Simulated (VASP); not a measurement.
Here is a VASP 6.6.1 calculation.

POSCAR

```
Zn2C
1.0
    0.0000000000      2.5779490376      2.5779490376
    2.5779490376      0.0000000000      2.5779490376
    2.5779490376      2.5779490376      0.0000000000
C Zn
1 2
Direct
    0.0000000000      0.0000000000      0.0000000000
    0.2500000000      0.2500000000      0.2500000000
    0.7500000000      0.7500000000      0.7500000000
```

File INCAR.step1:

```
SYSTEM = Zn2C
PREC = Accurate ; ENCUT = 520
EDIFF = 1E-5 ; ISMEAR = -1
SIGMA = 0.02 ; LREAL = .FALSE.
LASPH = .TRUE. ; NELM = 80
ALGO = Normal ; ISIF = 2
LWAVE = .TRUE. ; LCHARG = .FALSE.
NBANDS = 21 ; GGA = PE
```

Contents of INCAR.step2:

```
SYSTEM = Zn2C
PREC = Accurate ; ENCUT = 520
EDIFF = 1E-6 ; ISMEAR = -1
SIGMA = 0.02 ; LREAL = .FALSE.
LASPH = .TRUE. ; NELM = 80
ALGO = Normal ; ISIF = 2
LWAVE = .FALSE. ; LCHARG = .FALSE.
GGA = PE ; LHFCALC = .TRUE.
HFSCREEN = 0.2079 ; PRECFOCK = Normal
NBANDS = 21 ; ISTART = 1
```

Contents of KPOINTS:

```
Automatic mesh
0
G
  4 4 4
  0 0 0
```

Potentials or basis: VASP PAW PBE potentials, release 64 (C, Zn).

Launch:

```sh
$ cat potpaw_PBE.64/C/POTCAR potpaw_PBE.64/Zn/POTCAR > POTCAR
$ cp INCAR.step1 INCAR
$ mpirun -np 1 vasp_std > vasp.out
$ cp INCAR.step2 INCAR
$ mpirun -np 1 vasp_std > vasp.out
```

(1) What does it give for the band gap on the k mesh?

(2) What does it give for the pressure?

## Answers

(1) 0.82 eV, direct.

(2) 1.6 GPa.

Caveat: the k points lie up to 0.53 Å⁻¹ apart; the PAW data sets were made with another functional, which shifts forces and pressure a little.
